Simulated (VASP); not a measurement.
Wanted: the native input for a VASP 6.6.1 run.

| Item | Value |
| --- | --- |
| Task | single point |
| Functional | LDA |
| Potentials or basis | VASP PAW LDA potentials, release 64 (Cr_sv) |
| Cutoff | 700 eV |
| k mesh | 18 × 18 × 18 |
| Occupations | fermi-dirac, width 0.1 eV |
| Spin | no spin polarisation |
| Dipole correction | no |
| Further INCAR settings | ALGO = Normal; EDIFF = 1e-06; NBANDS = 21 |

The structure of Cr lies in POSCAR:

```
Cr
1.0
    0.0000000000      2.3682847572      2.3682847572
    2.3682847572      0.0000000000      2.3682847572
    2.3682847572      2.3682847572      0.0000000000
Cr
2
Direct
    0.1250000000      0.1250000000      0.1250000000
    0.8750000000      0.8750000000      0.8750000000
```

This isn't the form of Cr at room conditions, which is bcc.

The input as run:

INCAR

```
SYSTEM = Cr
PREC = Accurate
ENCUT = 700
EDIFF = 1E-6
ISMEAR = -1
SIGMA = 0.1
LREAL = .False.
LASPH = .True.
NELM = 120
ALGO = Normal
ISIF = 2
LWAVE = .False.
LCHARG = .False.
NBANDS = 21
GGA_COMPAT = .False.
```

KPOINTS

```
regular mesh
0
Gamma
  18 18 18
  0 0 0
```

Potentials or basis: VASP PAW LDA potentials, release 64 (Cr_sv).

Run with:

```sh
$ cat potpaw_LDA.64/Cr_sv/POTCAR > POTCAR
$ mpirun -np 1 vasp_std > vasp.out
```

Results of the run:

```
Pressure               : 20.2 GPa
Band gap on the k mesh : zero (bands 14 and 15 overlap by 0.73 eV)
```

Caveat: the cell stands under pressure; the run has no spin polarisation, though such a crystal can be magnetic.

Wall time 98 s on 1 thread of Intel(R) Xeon(R) 6975P-C (Granite Rapids), on a shared host, peak memory 0.24 GiB.
